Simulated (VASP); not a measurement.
Crystal: KTaO3.

```xyz
5
Lattice="3.9883 0.0000 0.0000 0.0000 3.9883 0.0000 0.0000 0.0000 3.9883" Properties=species:S:1:pos:R:3 pbc="T T T"
Ta    0.0000    0.0000    0.0000
K     1.9942    1.9942    1.9942
O     0.0000    0.0000    1.9942
O     0.0000    1.9942    0.0000
O     1.9942    0.0000    0.0000
```

* Program: VASP 6.6.1
* Task: relaxation of cell and atoms
* Functional: RPBE
* Dispersion: D4
* Potentials or basis: VASP PAW PBE potentials, release 64 (Ta_pv, K_sv, O)
* Cutoff: 600 eV
* k mesh: 7 × 7 × 7
* Occupations: fermi-dirac, width 0.05 eV
* Spin: no spin polarisation

At the start: pressure 5.7 GPa; volume 12.69 Å³/atom.

Task: How do energy, volume and symmetry change on relaxing?

Result: Over 3 steps the energy falls by 6.6 meV/atom and the volume is 13.07 Å³/atom (+3.0 %); space group Pm-3m (No. 221, to 0.05 Å).

Step by step:
```
step  energy change (eV)  largest force (eV/Å)  pressure (GPa)  volume (Å³)
   1              0.0000                0.0000            5.75        63.44
   2              0.0140                0.0000           -6.05        67.71
   3             -0.0328                0.0000           -0.04        65.33
```

Final structure:
```xyz
5
Lattice="4.0276 0.0000 0.0000 0.0000 4.0276 0.0000 0.0000 0.0000 4.0276" Properties=species:S:1:pos:R:3 pbc="T T T"
Ta    0.0000    0.0000    0.0000
K     2.0138    2.0138    2.0138
O     0.0000    0.0000    2.0138
O     0.0000    2.0138    0.0000
O     2.0138    0.0000    0.0000
```

Caveat: the PAW data sets were made with another functional, which shifts forces and pressure a little.
